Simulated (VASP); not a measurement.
Input of a VASP 6.6.1 run:

Contents of INCAR:

```
ALGO     = Normal         # electronic algorithm
EDIFF    = 1E-6           # SCF threshold, eV
ENCUT    = 520            # plane-wave cutoff, eV
GGA      = PE             # functional
ISIF     = 2              # what is computed and relaxed
ISMEAR   = 0              # smearing method
LASPH    = T              # aspherical terms in the spheres
LCHARG   = T              # write CHGCAR
LELF     = T              # ELF
LREAL    = F              # projectors in reciprocal space
LVHAR    = T            
LWAVE    = F              # write WAVECAR
NBANDS   = 26             # bands
NELM     = 100            # most SCF steps
PREC     = Accurate       # precision mode
SIGMA    = 0.05           # smearing width, eV
```

KPOINTS

```
k-points
0
Gamma
  8 6 4
```

Contents of POSCAR:

```
AlN
1.0
   -1.6567491617      2.8695737234      0.0000000000
    0.0000000000      0.0000000000      4.1874629526
    4.9702474850      2.8695737234      0.0000000000
Al N
4 4
Direct
    0.4113939481      0.7500000000      0.0357279148
    0.0000000000      0.7500000000      0.6666666667
    0.0000000000      0.2500000000      0.3333333333
    0.5000000000      0.2500000000      0.8333333333
    0.5000000000      0.2500000000      0.1666666667
    0.0000000000      0.2500000000      0.6666666667
    0.0000000000      0.7500000000      0.3333333333
    0.5000000000      0.7500000000      0.8333333333
```

Potentials or basis: VASP PAW PBE potentials, release 64 (Al, N).

Run with:

```console
$ cat potpaw_PBE.64/Al/POTCAR potpaw_PBE.64/N/POTCAR > POTCAR
$ mpirun -np 1 vasp_std > vasp.out
```

Problem. Predict the band gap on the k mesh.

Solution. 0.34 eV, indirect (least direct gap 0.41 eV).

Problem. Estimate the largest force.

Solution. 67.485 eV/Å.

Problem. Estimate the pressure.

Solution. 47.0 GPa.

Stress tensor (GPa, compression positive):
```
125.88  35.70   0.00
 35.70  11.62   0.00
  0.00   0.00   3.44
```

Caveat: the cell differs from its parent crystal (atom 1 (Al) moved by -0.504 Å along [1 0 0] and -0.630 Å along [1 2 0]); forces of over 1 eV/Å act on the atoms, so gaps and moduli don't describe the material at rest. A k mesh can miss the band edges.
